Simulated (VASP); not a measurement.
Write the native input for VASP 6.6.1 that does the following.

```
Task                   : single point
Functional             : LDA
Potentials or basis    : VASP PAW LDA potentials, release 64 (Si)
Cutoff                 : 520 eV
k mesh                 : 8 × 8 × 8
Occupations            : fermi-dirac, width 0.05 eV
Spin                   : no spin polarisation
Dipole correction      : no
Further INCAR settings : ALGO = Normal; EDIFF = 1e-06; NBANDS = 16
```

The structure of Si lies in POSCAR:

```
Si
1.0
   -3.3474677417      3.3474677417      1.9351170619
    3.3474677417     -3.3474677417      1.9351170619
    3.3474677417      3.3474677417     -1.9351170619
Si
4
Direct
    0.8211989400      0.1788010600      0.0000000000
    0.1788010600      0.8211989400      0.0000000000
    0.8211989400      0.8211989400      0.6423978800
    0.1788010600      0.1788010600      0.3576021200
```

These files were run (other wordings do the same):

INCAR

```
SYSTEM = Si
ALGO     = Normal         ! electronic algorithm
EDIFF    = 1E-6           ! SCF threshold, eV
ENCUT    = 520            ! plane-wave cutoff, eV
GGA      = CA             ! functional
ISIF     = 2              ! what is computed and relaxed
ISMEAR   = -1             ! smearing method
LASPH    = .TRUE.         ! aspherical terms in the spheres
LCHARG   = .FALSE.        ! write CHGCAR
LREAL    = .FALSE.        ! projectors in reciprocal space
LWAVE    = .FALSE.        ! write WAVECAR
NBANDS   = 16             ! bands
NELM     = 100            ! most SCF steps
PREC     = Accurate       ! precision mode
SIGMA    = 0.05           ! smearing width, eV
```

KPOINTS

```
k-points
0
G
  8 8 8
  0 0 0
```

Potentials or basis: VASP PAW LDA potentials, release 64 (Si).

Launch:

```sh
$ cat potpaw_LDA.64/Si/POTCAR > POTCAR
$ mpirun -np 1 vasp_std > vasp.out
```

It gave:

```
Pressure               : -3.4 GPa
Largest force          : 0.048 eV/Å
Band gap on the k mesh : 0.15 eV (least direct gap 0.30 eV)
```

Caveat: the cell stands under tension; semilocal functionals underestimate gaps, and a narrow one can read as zero.

It took 2.3 min on 1 thread of Intel Xeon 8259CL, on a shared host, peak memory 0.21 GiB.
